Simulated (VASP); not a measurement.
Wanted: the native input for a VASP 6.6.1 run.

```
Task                   : single point
Functional             : PBEsol
Potentials or basis    : VASP PAW PBE potentials, release 64 (Se, W_sv)
Cutoff                 : 400 eV
k mesh                 : 9 × 9 × 1
Occupations            : gaussian, width 0.01 eV
Spin                   : no spin polarisation
Dipole correction      : yes
Further INCAR settings : ALGO = Normal; EDIFF = 1e-06; NBANDS = 49; NELMDL = -8
```

The structure of WSe2 lies in POSCAR:

```
WSe2
1.0
    3.2711503897      0.0000000000      0.0000000000
   -1.6355751948      2.8328993370      0.0000000000
    0.0000000000      0.0000000000     31.5685077085
Se W
6 3
Direct
    0.6666666667      0.3333333333      0.2375785409
    0.6666666667      0.3333333333      0.3436284946
    0.3333333333      0.6666666667      0.4469750232
    0.3333333333      0.6666666667      0.5530249768
    0.6666666667      0.3333333333      0.6563715054
    0.6666666667      0.3333333333      0.7624214591
    0.3333333333      0.6666666667      0.2906035177
    0.6666666667      0.3333333333      0.5000000000
    0.3333333333      0.6666666667      0.7093964823
```

One way to write it, as run:

INCAR

```
SYSTEM = WSe2
PREC = Accurate
ENCUT = 400
EDIFF = 1E-6
ISMEAR = 0
SIGMA = 0.01
LREAL = .False.
LASPH = .True.
NELM = 120
ALGO = Normal
ISIF = 2
LWAVE = .False.
LCHARG = .True.
LDIPOL = .True.
IDIPOL = 3
DIPOL = 0.5 0.5 0.500
GGA = PS
LELF = .True.
LVHAR = .True.
LVACPOTAV = .True.
NBANDS = 49
GGA_COMPAT = .False.
NELMDL = -8
```

KPOINTS

```
regular mesh
0
Gamma
  9 9 1
  0 0 0
```

Potentials or basis: VASP PAW PBE potentials, release 64 (Se, W_sv).

The run is started by

```sh
$ cat potpaw_PBE.64/Se/POTCAR potpaw_PBE.64/W_sv/POTCAR > POTCAR
$ mpirun -np 1 vasp_std > vasp.out
```

It gave:

```json
{
 "Largest force": "0.068 eV/Å",
 "Band gap on the k mesh": "1.33 eV, indirect (least direct gap 1.62 eV)"
}
```

Caveat: the PAW data sets were made with another functional, which shifts forces and pressure a little; spin-orbit coupling is left out, which moves the levels of the heavy elements.

Run time: 4.7 min on 1 thread of Intel(R) Xeon(R) Platinum 8259CL CPU @ 2.50GHz (Skylake/Cascade Lake), on a shared host, peak memory 0.38 GiB.
